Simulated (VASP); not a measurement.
# GaP (F-43m) in VASP: settings compared

Aim: see how the results for GaP move with the level of theory and the settings. Levels: RPBE+D3(BJ), PBE. Tasks: single point.

Everything below comes from runs of VASP 6.6.1. Logs are shortened: lines on timing, memory, paths and dates and some standing lists are left out, and cuts for length are marked.

## Step 1: The cell of the first run

It takes space group F-43m (No. 216, cubic). Conventional cell: a = 5.452 Å, b = 5.452 Å, c = 5.452 Å, α = 90.00°, β = 90.00°, γ = 90.00°. Ga (site symmetry -43m) has 4 P at 2.36 Å within 3.1 Å. P (site symmetry -43m) has 4 Ga at 2.36 Å within 3.1 Å.

## Step 2: Single point, RPBE+D3(BJ)

Input file INCAR:

```
SYSTEM = GaP
PREC = Accurate
ENCUT = 500
EDIFF = 1E-6
ISMEAR = 0
SIGMA = 0.1
LREAL = .FALSE.
LASPH = .TRUE.
NELM = 120
ALGO = Normal
ISIF = 2
LWAVE = .FALSE.
LCHARG = .FALSE.
GGA = RP
IVDW = 12
NBANDS = 16
GGA_COMPAT = .FALSE.
```

Input file KPOINTS:

```
Automatic mesh
0
G
  4 4 4
  0 0 0
```

Input file POSCAR:

```
GaP
1.0
    0.0000000000      2.7258124945      2.7258124945
    2.7258124945      0.0000000000      2.7258124945
    2.7258124945      2.7258124945      0.0000000000
Ga P
1 1
Direct
    0.0000000000      0.0000000000      0.0000000000
    0.2500000000      0.2500000000      0.2500000000
```

Potentials or basis: VASP PAW PBE potentials, release 64 (Ga_d, P).

Launch:

```bash
$ cat potpaw_PBE.64/Ga_d/POTCAR potpaw_PBE.64/P/POTCAR > POTCAR
$ mpirun -np 1 vasp_std > vasp.out
```

OUTCAR:

```text
SYSTEM = GaP
   PREC = Accurate
   ENCUT = 500
   EDIFF = 1E-6
   ISMEAR = 0
   LREAL = .FALSE.
   LASPH = .TRUE.
   NELM = 120
   ISIF = 2
   GGA = RP
   IVDW = 12
 IVDW          = 12

 ion  position               nearest neighbor table
   1  0.000  0.000  0.000-   2 2.36   2 2.36   2 2.36   2 2.36
   2  0.250  0.250  0.250-   1 2.36   1 2.36   1 2.36   1 2.36

  LATTYP: Found a face centered cubic cell.
 ALAT       =     5.4516249890

  Lattice vectors:

 A1 = (   0.0000000000,   2.7258124945,   2.7258124945)
 A2 = (   2.7258124945,   0.0000000000,   2.7258124945)
 A3 = (   2.7258124945,   2.7258124945,   0.0000000000)

Analysis of symmetry for initial positions (statically):
=====================================================================
 Subroutine PRICEL returns:
 Original cell was already a primitive cell.

 Routine SETGRP: Setting up the symmetry group for a
 face centered cubic supercell.

 Subroutine GETGRP returns: Found 24 space group operations
 (whereof 24 operations were pure point group operations)
 out of a pool of 48 trial point group operations.

The static configuration has the point symmetry T_d .

Analysis of symmetry for dynamics (positions and initial velocities):
=====================================================================
 Subroutine PRICEL returns:
 Original cell was already a primitive cell.

 Routine SETGRP: Setting up the symmetry group for a
 face centered cubic supercell.

 Subroutine GETGRP returns: Found 24 space group operations
 (whereof 24 operations were pure point group operations)
 out of a pool of 48 trial point group operations.

The dynamic configuration has the point symmetry T_d .

 Subroutine INISYM returns: Found 24 space group operations
 (whereof 24 operations are pure point group operations),
 and found     1 'primitive' translations

----------------------------------------------------------------------------------------

                                     Primitive cell

  volume of cell :      40.5059

  direct lattice vectors                    reciprocal lattice vectors
     0.000000000  2.725812494  2.725812494    -0.183431546  0.183431546  0.183431546
     2.725812494  0.000000000  2.725812494     0.183431546 -0.183431546  0.183431546
     2.725812494  2.725812494  0.000000000     0.183431546  0.183431546 -0.183431546

  length of vectors
     3.854880998  3.854880998  3.854880998     0.317712757  0.317712757  0.317712757

[... 62 lines left out ...]
   NELM   =    120;   NELMIN=  2; NELMDL= -5     # of ELM steps
   EDIFF  = 0.1E-05   stopping-criterion for ELM
   LREAL  =      F    real-space projection
   EDIFFG = 0.1E-04   stopping-criterion for IOM
   NSW    =      0    number of steps for IOM
   IBRION =     -1    ionic relax: 0-MD 1-quasi-New 2-CG
   NFREE  =      0    steps in history (QN), initial steepest desc. (CG)
   ISIF   =      2    stress and relaxation
   ISYM   =      2    0-nonsym 1-usesym 2-fastsym
   POTIM  = 0.5000    time-step for ionic-motion
   TEBEG  =    0.0;   TEEND  =   0.0 temperature during run
   PSTRESS=    0.0 pullay stress
   NELECT =      18.0000    total number of electrons
   NUPDOWN=      -1.0000    fix difference up-down
   EMIN   =  10.00;   EMAX   =-10.00  energy-range for DOS
   EFERMI =   0.00;   METHOD = LEGACY
   ISMEAR =     0;   SIGMA  =   0.10  broadening in eV -4-tet -1-fermi 0-gaus
   EFERMI_NEDOS =   21; number of points for ismear=-14 and -15
   IALGO  =     38    algorithm
   IMIX   =      4    mixing-type and parameters
     AMIX     =   0.40;   BMIX     =  1.00
     AMIX_MAG =   1.60;   BMIX_MAG =  1.00
  volume/ion in A,a.u.               =      20.25       136.67
  Fermi-wavevector in a.u.,A,eV,Ry     =   1.249280  2.360796 21.234610  1.560700
  Thomas-Fermi vector in A             =   2.383328
   LORBIT       =      0    0 simple, 1 ext, 2 COOP (PROOUT), +10 PAW based schemes
   GGA     = RP    functional components
   LHFCALC =     F    Hartree Fock is set to
   AEXX    =    0.0000 exact exchange contribution
   IVDW    =    12    specifies the selected vdW correction
   LEPSILON=     F    determine dielectric tensor
   LRPA    =     F    only Hartree local field effects (RPA)
 non-spin polarized calculation
 Gauss-broadening in eV      SIGMA  =   0.10
  energy-cutoff  :      500.00
  volume of cell :       40.51
 maximum number of plane-waves:      1056
   NGX = 13   NGY = 13   NGZ = 13

 number of electron      18.0000016 magnetization

 Free energy of the ion-electron system (eV)
  ---------------------------------------------------
  ext. energy  EPLUGINS =         0.00000000
  ---------------------------------------------------
  free energy    TOTEN  =        -8.29644100 eV

  energy without entropy =       -8.29644100  energy(sigma->0) =       -8.29644100

 E-fermi :   5.2318     XC(G=0):  -9.6311

 val. band max:        4.7831699154   @ k =   0.0000   0.0000   0.0000
 cond. band min:       6.5229171079   @ k =   0.5000   0.5000   0.0000
 fundamental gap:      1.7397471924
 Fermi energy:         5.2318280514

 k-point     1 :       0.0000    0.0000    0.0000
  band No.  band energies     occupation
      1      -9.8001      2.00000
      2      -9.8001      2.00000
      3      -9.8001      2.00000
      4      -9.7020      2.00000
      5      -9.7020      2.00000
      6      -7.6802      2.00000
[... 129 lines left out ...]
      3      -9.7409      2.00000
      4      -9.7168      2.00000
      5      -9.6932      2.00000
      6      -4.6330      2.00000
[... 8 lines left out ...]
     15      16.6500      0.00000
     16      18.4973      0.00000

------------------------ aborting loop because EDIFF is reached ----------------------------------------

 Edisp (eV)   -2.56773

 E8    (eV) :    -1.5768

  FORCE on cell =-STRESS in cart. coord.  units (eV):
  Direction    XX          YY          ZZ          XY          YZ          ZX
  --------------------------------------------------------------------------------------
  -------------------------------------------------------------------------------------
  Total      -1.67446    -1.67446    -1.67446     0.00000    -0.00000     0.00000
  in kB     -66.23204   -66.23204   -66.23204     0.00000    -0.00000     0.00000
  external pressure =      -66.23 kB  Pullay stress =        0.00 kB

 VOLUME and BASIS-vectors are now :
 -----------------------------------------------------------------------------
  energy-cutoff  :      500.00
  volume of cell :       40.51
      direct lattice vectors                 reciprocal lattice vectors
     0.000000000  2.725812494  2.725812494    -0.183431546  0.183431546  0.183431546
     2.725812494  0.000000000  2.725812494     0.183431546 -0.183431546  0.183431546
     2.725812494  2.725812494  0.000000000     0.183431546  0.183431546 -0.183431546

 POSITION                                       TOTAL-FORCE (eV/Angst)
 -----------------------------------------------------------------------------------
      0.00000      0.00000      0.00000         0.000000      0.000000      0.000000
      1.36291      1.36291      1.36291        -0.000000     -0.000000     -0.000000
 -----------------------------------------------------------------------------------
    total drift:                                0.000001      0.000001      0.000001

  FREE ENERGIE OF THE ION-ELECTRON SYSTEM (eV)
  ---------------------------------------------------
  free  energy   TOTEN  =       -10.8641729553 eV

  energy  without entropy=      -10.8641729553  energy(sigma->0) =      -10.86417296
```

It took 3.7 s on 1 thread of AMD EPYC 9R45 (Zen 5), shared host; peak memory 0.13 GiB.

What came out:

| Item | Value |
| --- | --- |
| Free energy | -10.8642 eV |
| Pressure | -6.6 GPa |
| Band gap on the k mesh | 1.74 eV (least direct gap 1.95 eV) |
| Dispersion energy per atom | -1.284 eV |

Caveat: the k points lie up to 0.50 Å⁻¹ apart; three body term missing; the PAW data sets were made with another functional, which shifts forces and pressure a little. A k mesh can miss the band edges.

## Step 3: Single point, PBE

Input file INCAR:

```
PREC = Accurate ; ENCUT = 500
EDIFF = 1E-6 ; ISMEAR = 0
SIGMA = 0.1 ; LREAL = False
LASPH = True ; NELM = 120
ALGO = Normal ; ISIF = 2
LWAVE = False ; LCHARG = False
GGA = PE ; NBANDS = 16
GGA_COMPAT = False
```

Input file KPOINTS:

```
Automatic mesh
0
Gamma
  4 4 4
```

Input file POSCAR:

```
GaP
1.0
    0.0000000000      2.7258124945      2.7258124945
    2.7258124945      0.0000000000      2.7258124945
    2.7258124945      2.7258124945      0.0000000000
Ga P
1 1
Direct
    0.9600000000      0.2820000000      0.3690000000
    1.2100000000      0.5320000000      0.6190000000
```

Potentials or basis: VASP PAW PBE potentials, release 64 (Ga_d, P).

Launch:

```bash
$ cat potpaw_PBE.64/Ga_d/POTCAR potpaw_PBE.64/P/POTCAR > POTCAR
$ mpirun -np 1 vasp_std > vasp.out
```

Wall time 3.8 s (1 thread of AMD EPYC 9R45 (Zen 5), shared host); peak memory 0.12 GiB.

It converged, with:

- Free energy: -8.9764 eV
- Pressure: 2.8 GPa
- Band gap on the k mesh: 1.63 eV (least direct gap 1.81 eV)

Levels at points of the mesh, in eV from the valence-band top:
```csv
k point,band 7,band 8,band 9,band 10,band 11,band 12
"(0.00, 0.00, 0.00)",0.00,0.00,0.00,1.81,3.86,3.86
"(0.50, 0.00, 0.00)",-6.65,-1.12,-1.12,1.65,4.69,4.69
"(0.50, 0.50, 0.00)",-6.78,-2.69,-2.69,1.63,1.80,10.57
```

Caveat: the k points lie up to 0.50 Å⁻¹ apart.

## Step 4: Single point, PBE

INCAR is that of step 3.

Input file KPOINTS:

```
regular mesh
0
Gamma
  4 4 4
```

Input file POSCAR:

```
GaP
1.0
    0.0000000000      2.7258124945      2.7258124945
    2.7258124945      0.0000000000      2.7258124945
    2.7258124945      2.7258124945      0.0000000000
Ga P
1 1
Direct
    0.3710000000      0.4270000000      0.5040000000
    0.6210000000      0.6770000000      0.7540000000
```

Launch:

```bash
$ cat potpaw_PBE.64/Ga_d/POTCAR potpaw_PBE.64/P/POTCAR > POTCAR
$ mpirun -np 1 vasp_std > vasp.out
```

It took 3.8 s on 1 thread of AMD EPYC 9R45 (Zen 5), shared host; peak memory 0.12 GiB.

The run converged. Its results:

```
Free energy            : -8.9764 eV
Pressure               : 2.8 GPa
Band gap on the k mesh : 1.63 eV (least direct gap 1.81 eV)
```

Levels at points of the mesh, in eV from the valence-band top:
```
           k point  band 5  band 6  band 7  band 8  band 9  band 10  band 11  band 12  band 13  band 14
(0.00, 0.00, 0.00)  -14.50  -12.50    0.00    0.00    0.00     1.81     3.86     3.86     3.86     8.79
(0.50, 0.00, 0.00)  -14.49  -10.43   -6.65   -1.12   -1.12     1.65     4.69     4.69     8.27    10.89
(0.50, 0.50, 0.00)  -14.48   -9.52   -6.78   -2.69   -2.69     1.63     1.80    10.57    10.57    11.20
```

Caveat: the k points lie up to 0.50 Å⁻¹ apart. A k mesh can miss the band edges.

(Continued in part 2 of 2.)
